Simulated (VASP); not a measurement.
# BaTiO3 (P4mm) in VASP: further runs, part 2 of 2

VASP 6.6.1. The steps go on from the part before.

**3. Relaxation of shape and atoms at fixed volume, PBE (12.55 Å³/atom)**

This run uses another cell than the first one, of 12.55 Å³/atom.

Contents of INCAR:

```
SYSTEM = BaTiO3
PREC     = Accurate       ! precision mode
ENCUT    = 600            ! plane-wave cutoff, eV
EDIFF    = 1E-6           ! SCF threshold, eV
ISMEAR   = 0              ! smearing method
SIGMA    = 0.02           ! smearing width, eV
LREAL    = .FALSE.        ! projectors in reciprocal space
LASPH    = .TRUE.         ! aspherical terms in the spheres
NELM     = 80             ! most SCF steps
ALGO     = Normal         ! electronic algorithm
ISIF     = 4              ! what is computed and relaxed
LWAVE    = .FALSE.        ! write WAVECAR
LCHARG   = .FALSE.        ! write CHGCAR
GGA      = PE             ! functional
IBRION   = 2              ! ionic algorithm
NSW      = 50             ! ionic steps
EDIFFG   = -0.01          ! ionic threshold
```

Contents of KPOINTS:

```
regular mesh
0
G
  8 8 8
  0 0 0
```

Contents of POSCAR:

```
BaTiO3
1.0
    3.9318241335      0.0000000000      0.0000000000
    0.0000000000      3.9318241335      0.0000000000
    0.0000000000      0.0000000000      4.0581764644
Ba Ti O
1 1 3
Direct
    0.0000000000      0.0000000000     -0.0042612115
    0.5000000000      0.5000000000      0.4787435980
    0.5000000000      0.5000000000      0.0320673266
    0.5000000000      0.0000000000      0.5182251434
    0.0000000000      0.5000000000      0.5182251434
```

Potentials or basis: VASP PAW PBE potentials, release 64 (Ba_sv, Ti_sv, O).

The run is started by

```
> cat potpaw_PBE.64/Ba_sv/POTCAR potpaw_PBE.64/Ti_sv/POTCAR potpaw_PBE.64/O/POTCAR > POTCAR
> mpirun -np 1 vasp_std > vasp.out
```

OUTCAR:

```text
SYSTEM = BaTiO3
   PREC = Accurate
   ENCUT = 600
   EDIFF = 1E-6
   ISMEAR = 0
   LREAL = .FALSE.
   LASPH = .TRUE.
   NELM = 80
   ISIF = 4
   GGA = PE
   IBRION = 2
   NSW = 50
   EDIFFG = -0.01

 ion  position               nearest neighbor table
   1  0.000  0.000  0.996-   4 2.76   5 2.76   5 2.76   4 2.76   3 2.78   3 2.78   3 2.78   3 2.78
                             4 2.89   5 2.89   5 2.89   4 2.89   2 3.40   2 3.40   2 3.40   2 3.40
   2  0.500  0.500  0.479-   3 1.81   4 1.97   5 1.97   4 1.97   5 1.97   3 2.25   1 3.40   1 3.40
                             1 3.40   1 3.40   1 3.48   1 3.48   1 3.48   1 3.48
   3  0.500  0.500  0.032-   2 1.81   2 2.25   1 2.78   1 2.78   1 2.78   1 2.78
   4  0.500  0.000  0.518-   2 1.97   2 1.97   1 2.76   1 2.76   1 2.89   1 2.89
   5  0.000  0.500  0.518-   2 1.97   2 1.97   1 2.76   1 2.76   1 2.89   1 2.89

  LATTYP: Found a simple tetragonal cell.
 ALAT       =     3.9318241335
 C/A-ratio  =     1.0321358043

  Lattice vectors:

 A1 = (   3.9318241335,   0.0000000000,   0.0000000000)
 A2 = (   0.0000000000,   3.9318241335,   0.0000000000)
 A3 = (   0.0000000000,   0.0000000000,   4.0581764644)

Analysis of symmetry for initial positions (statically):
=====================================================================
 Subroutine PRICEL returns:
 Original cell was already a primitive cell.

 Routine SETGRP: Setting up the symmetry group for a
 simple tetragonal supercell.

 Subroutine GETGRP returns: Found  8 space group operations
 (whereof  8 operations were pure point group operations)
 out of a pool of 16 trial point group operations.

The static configuration has the point symmetry C_4v.

Analysis of symmetry for dynamics (positions and initial velocities):
=====================================================================
 Subroutine PRICEL returns:
 Original cell was already a primitive cell.

 Routine SETGRP: Setting up the symmetry group for a
 simple tetragonal supercell.

 Subroutine GETGRP returns: Found  8 space group operations
 (whereof  8 operations were pure point group operations)
 out of a pool of 16 trial point group operations.

The dynamic configuration has the point symmetry C_4v.

 Subroutine INISYM returns: Found  8 space group operations
 (whereof  8 operations are pure point group operations),
 and found     1 'primitive' translations

----------------------------------------------------------------------------------------

                                     Primitive cell

  volume of cell :      62.7363

  direct lattice vectors                    reciprocal lattice vectors
     3.931824134  0.000000000  0.000000000     0.254334875  0.000000000  0.000000000
     0.000000000  3.931824134  0.000000000     0.000000000  0.254334875  0.000000000
     0.000000000  0.000000000  4.058176464     0.000000000  0.000000000  0.246416096

  length of vectors
     3.931824134  3.931824134  4.058176464     0.254334875  0.254334875  0.246416096

  position of ions in fractional coordinates (direct lattice)
     0.000000000  0.000000000  0.995738788
     0.500000000  0.500000000  0.478743598
     0.500000000  0.500000000  0.032067327
     0.500000000  0.000000000  0.518225143
     0.000000000  0.500000000  0.518225143

  ion indices of the primitive-cell ions
   primitive index   ion index
[... 59 lines left out ...]
   k-points           NKPTS =     75   k-points in BZ     NKDIM =     75   number of bands    NBANDS=     24
   number of dos      NEDOS =    301   number of ions     NIONS =      5
   total plane-waves  NPLWV =  32768
   dimension x,y,z NGX =    32 NGY =   32 NGZ =   32
   dimension x,y,z NGXF=    64 NGYF=   64 NGZF=   64
   ions per type =               1   1   3
   NGX,Y,Z   is equivalent  to a cutoff of  13.53, 13.53, 13.11 a.u.
   NGXF,Y,Z  is equivalent  to a cutoff of  27.06, 27.06, 26.22 a.u.
 SYSTEM =  BaTiO3
   PREC   = accura    normal or accurate (medium, high low for compatibility)
   ISTART =      0    job   : 0-new  1-cont  2-samecut
   ICHARG =      2    charge: 1-file 2-atom 10-const
   ISPIN  =      1    spin polarized calculation?
   LNONCOLLINEAR =      F non collinear calculations
   LSORBIT =      F    spin-orbit coupling
   LASPH  =      T    aspherical Exc in radial PAW
   ENCUT  =  600.0 eV  44.10 Ry    6.64 a.u.   7.85  7.85  8.11*2*pi/ulx,y,z
   NELM   =     80;   NELMIN=  2; NELMDL= -5     # of ELM steps
   EDIFF  = 0.1E-05   stopping-criterion for ELM
   LREAL  =      F    real-space projection
   EDIFFG = -.1E-01   stopping-criterion for IOM
   NSW    =     50    number of steps for IOM
   IBRION =      2    ionic relax: 0-MD 1-quasi-New 2-CG
   NFREE  =      1    steps in history (QN), initial steepest desc. (CG)
   ISIF   =      4    stress and relaxation
   ISYM   =      2    0-nonsym 1-usesym 2-fastsym
   POTIM  = 0.5000    time-step for ionic-motion
   TEBEG  =    0.0;   TEEND  =   0.0 temperature during run
   PSTRESS=    0.0 pullay stress
   NELECT =      40.0000    total number of electrons
   NUPDOWN=      -1.0000    fix difference up-down
   EMIN   =  10.00;   EMAX   =-10.00  energy-range for DOS
   EFERMI =   0.00;   METHOD = LEGACY
   ISMEAR =     0;   SIGMA  =   0.02  broadening in eV -4-tet -1-fermi 0-gaus
   EFERMI_NEDOS =   21; number of points for ismear=-14 and -15
   IALGO  =     38    algorithm
   IMIX   =      4    mixing-type and parameters
     AMIX     =   0.40;   BMIX     =  1.00
     AMIX_MAG =   1.60;   BMIX_MAG =  1.00
  volume/ion in A,a.u.               =      12.55        84.67
  Fermi-wavevector in a.u.,A,eV,Ry     =   1.409035  2.662690 27.012732  1.985380
  Thomas-Fermi vector in A             =   2.531132
   LORBIT       =      0    0 simple, 1 ext, 2 COOP (PROOUT), +10 PAW based schemes
   GGA     = PE    functional components
   LHFCALC =     F    Hartree Fock is set to
   AEXX    =    0.0000 exact exchange contribution
   IVDW    =     0    specifies the selected vdW correction
   LEPSILON=     F    determine dielectric tensor
   LRPA    =     F    only Hartree local field effects (RPA)
 conjugate gradient relaxation of ions
 non-spin polarized calculation
 Gauss-broadening in eV      SIGMA  =   0.02
  energy-cutoff  :      600.00
  volume of cell :       62.74
 maximum number of plane-waves:      2120
 NGX is ok and might be reduce to    32
   NGX = 15   NGY = 15   NGZ = 17

--------------------------------------- Ionic step        1  -------------------------------------------

 number of electron      39.9999990 magnetization

 Free energy of the ion-electron system (eV)
  ---------------------------------------------------
  ext. energy  EPLUGINS =         0.00000000
  ---------------------------------------------------
  free energy    TOTEN  =       -39.91264214 eV

  energy without entropy =      -39.91264214  energy(sigma->0) =      -39.91264214

------------------------ aborting loop because EDIFF is reached ----------------------------------------

  FORCE on cell =-STRESS in cart. coord.  units (eV):
  Direction    XX          YY          ZZ          XY          YZ          ZX
  --------------------------------------------------------------------------------------
  -------------------------------------------------------------------------------------
  Total        4.2291892      4.2291892      4.1470964      0.0000000      0.0000000      0.0000000
  in kB      108.0061783    108.0061783    105.9096698      0.0000000      0.0000000      0.0000000
  external PRESSURE =     107.3073421 kB  Pullay stress =       0.0000000 kB
[... 260 lines left out ...]
--------------------------------------- Ionic step        8  -------------------------------------------

 number of electron      39.9999986 magnetization

 Free energy of the ion-electron system (eV)
  ---------------------------------------------------
  ext. energy  EPLUGINS =         0.00000000
  ---------------------------------------------------
  free energy    TOTEN  =       -39.92835098 eV

  energy without entropy =      -39.92835098  energy(sigma->0) =      -39.92835098

 E-fermi :   4.2991     XC(G=0): -11.3693

 val. band max:        4.0579725084   @ k =   0.5000   0.5000   0.5000
 cond. band min:       5.8794790496   @ k =   0.0000   0.0000   0.0000
 fundamental gap:      1.8215065412
 Fermi energy:         4.2990524608

 k-point     1 :       0.0000    0.0000    0.0000
  band No.  band energies     occupation
      1     -52.4421      2.00000
      2     -28.7071      2.00000
      3     -28.6679      2.00000
      4     -28.6679      2.00000
      5     -20.7758      2.00000
      6     -12.9384      2.00000
[... 637 lines left out ...]
     23       7.7486      0.00000
     24       8.8706      0.00000

 [... further k-points ...]

------------------------ aborting loop because EDIFF is reached ----------------------------------------

  FORCE on cell =-STRESS in cart. coord.  units (eV):
  Direction    XX          YY          ZZ          XY          YZ          ZX
  --------------------------------------------------------------------------------------
  -------------------------------------------------------------------------------------
  Total        3.4647598      3.4647598      3.4773073      0.0000000     -0.0000000      0.0000000
  in kB       88.4839742     88.4839742     88.8044141      0.0000000     -0.0000000      0.0000000
  external PRESSURE =      88.5907875 kB  Pullay stress =       0.0000000 kB
[... 20 lines left out ...]
  FREE ENERGIE OF THE ION-ELECTRON SYSTEM (eV)
  ---------------------------------------------------
  free  energy   TOTEN  =       -39.9283509825 eV

  energy  without entropy=      -39.9283509825  energy(sigma->0) =      -39.92835098

 reached required accuracy - stopping structural energy minimisation
```

It took 13 min on 1 thread of Intel Xeon 8259CL, shared host; peak memory 0.29 GiB.

Results:

```yaml
Free_energy: -39.9284 eV
Energy_gained_by_relaxing: 3.1 meV/atom
Ionic_steps: 8
Pressure_after_relaxing: 8.9 GPa
Largest_force_after_relaxing: 0.008 eV/Å
Band_gap_on_the_k_mesh: 1.82 eV (least direct gap 2.12 eV)
```

Forces in eV/Å, atoms in the order of the input:
```
Ba   0.000  0.000  0.008
Ti   0.000  0.000 -0.003
O    0.000  0.000 -0.006
O    0.000  0.000  0.000
O    0.000  0.000  0.000
```

Step by step:
```tsv
step	energy change (eV)	largest force (eV/Å)	pressure (GPa)	volume (Å³)
1	0.0000	0.4277	10.73	62.74
2	-0.0078	0.1025	9.80	62.74
3	-0.0080	0.1068	9.68	62.74
4	-0.0131	0.0815	9.33	62.74
5	-0.0147	0.0663	9.03	62.74
6	-0.0147	0.0642	9.05	62.74
7	-0.0155	0.0291	8.94	62.74
8	-0.0157	0.0079	8.86	62.74
```

Final structure:
```
Ba Ti O
1.0
     3.95884    0.00000    0.00000
     0.00000    3.95884    0.00000
     0.00000    0.00000    4.00298
Ba Ti O
1 1 3
Direct
  0.00000 0.00000 0.00228
  0.50000 0.50000 0.48915
  0.50000 0.50000 0.02177
  0.50000 0.00000 0.51490
  0.00000 0.50000 0.51490
```

Caveat: spin-orbit coupling is left out, which moves the levels of the heavy elements. A k mesh can miss the band edges.

**4. Relaxation of shape and atoms at fixed volume, PBE (12.95 Å³/atom)**

This run uses another cell than the first one, of 12.95 Å³/atom.

Contents of INCAR:

```
PREC = Accurate
ENCUT = 600
EDIFF = 1E-6
ISMEAR = 0
SIGMA = 0.02
LREAL = F
LASPH = T
NELM = 100
ALGO = Normal
ISIF = 4
LWAVE = F
LCHARG = F
GGA = PE
IBRION = 2
NSW = 50
EDIFFG = -0.01
```

Contents of KPOINTS:

```
Automatic mesh
0
Gamma
  8 8 8
```

Contents of POSCAR:

```
BaTiO3
1.0
    3.9449990955      0.0000000000      0.0000000000
    0.0000000000      3.9449990955      0.0000000000
    0.0000000000      0.0000000000      4.1597684879
Ba Ti O
1 1 3
Direct
    0.0000000000      0.0000000000     -0.0106979962
    0.5000000000      0.5000000000      0.4720516379
    0.5000000000      0.5000000000      0.0408797547
    0.5000000000      0.0000000000      0.5203833018
    0.0000000000      0.5000000000      0.5203833018
```

The run is started by

```
> cat potpaw_PBE.64/Ba_sv/POTCAR potpaw_PBE.64/Ti_sv/POTCAR potpaw_PBE.64/O/POTCAR > POTCAR
> mpirun -np 1 vasp_std > vasp.out
```

Run time: 20 min. Hardware: 1 thread of Intel Xeon 8259CL, shared host; peak memory 0.3 GiB.

It converged, with:

| Property | Result |
| --- | --- |
| Free energy | -40.0135 eV |
| Energy gained by relaxing | 3.9 meV/atom |
| Ionic steps | 11 |
| Pressure after relaxing | 4.3 GPa |
| Largest force after relaxing | 0.004 eV/Å |
| Band gap on the k mesh | 1.79 eV (least direct gap 2.23 eV) |

Forces in eV/Å, atoms in the order of the input:
```
Ba   0.000  0.000 -0.004
Ti   0.000  0.000 -0.004
O    0.000  0.000  0.001
O    0.000  0.000  0.003
O    0.000  0.000  0.003
```

Step by step:
```csv
step,energy change (eV),largest force (eV/Å),pressure (GPa),volume (Å³)
1,0.0000,0.4935,6.63,64.74
2,-0.0080,0.1351,5.41,64.74
3,-0.0082,0.1297,5.56,64.74
4,-0.0143,0.1059,5.12,64.74
5,-0.0184,0.0735,4.52,64.74
6,-0.0184,0.0803,4.46,64.74
7,-0.0194,0.0381,4.28,64.74
8,-0.0196,0.0348,4.17,64.74
9,-0.0197,0.0146,4.24,64.74
10,-0.0197,0.0079,4.23,64.74
11,-0.0197,0.0040,4.25,64.74
```

Final structure:
```
Ba Ti O
1.0
     3.98143    0.00000    0.00000
     0.00000    3.98143    0.00000
     0.00000    0.00000    4.08399
Ba Ti O
1 1 3
Direct
  0.00000 0.00000 0.99849
  0.50000 0.50000 0.48114
  0.50000 0.50000 0.02967
  0.50000 0.00000 0.51685
  0.00000 0.50000 0.51685
```

Levels at points of the mesh, in eV from the valence-band top:
```tsv
k point	band 18	band 19	band 20	band 21	band 22	band 23
(0.00, 0.00, 0.00)	-0.57	-0.44	-0.44	1.79	2.19	2.19
(0.50, 0.00, 0.00)	-1.72	-1.24	-1.06	2.31	3.50	3.57
(0.50, 0.50, 0.00)	-1.07	-1.07	-0.08	3.60	3.60	3.96
(0.00, 0.00, 0.50)	-2.00	-0.73	-0.73	1.94	3.51	3.51
(0.50, 0.00, 0.50)	-1.03	-0.98	-0.33	3.53	3.54	3.86
(0.50, 0.50, 0.50)	-0.25	-0.25	0.00	4.11	4.11	4.17
```

Caveat: spin-orbit coupling is left out, which moves the levels of the heavy elements.

**5. Summary**

```tsv
cell	gap on the mesh (eV)	pressure (GPa)	largest force (eV/Å)
relaxed from a = 4.018, b = 4.018, c = 4.548 Å, 5 atoms, atomic positions A	1.80	-3.7	0.01
relaxed from a = 3.932, b = 3.932, c = 4.058 Å, 5 atoms, atomic positions B	1.82	8.9	0.01
relaxed from a = 3.945, b = 3.945, c = 4.160 Å, 5 atoms, atomic positions C	1.79	4.3	-
```

Alike in all rows: task relaxation of shape and atoms at fixed volume; level PBE; potentials or basis VASP PAW PBE potentials, release 64 (Ba_sv, Ti_sv, O); no spin polarisation; k mesh 8 × 8 × 8; cutoff (eV) 600; smearing gaussian 0.02 eV.

Caveats: spin-orbit coupling is left out, which moves the levels of the heavy elements.

Total energies depend on the potentials used, so only differences within one code and one set of settings carry meaning.
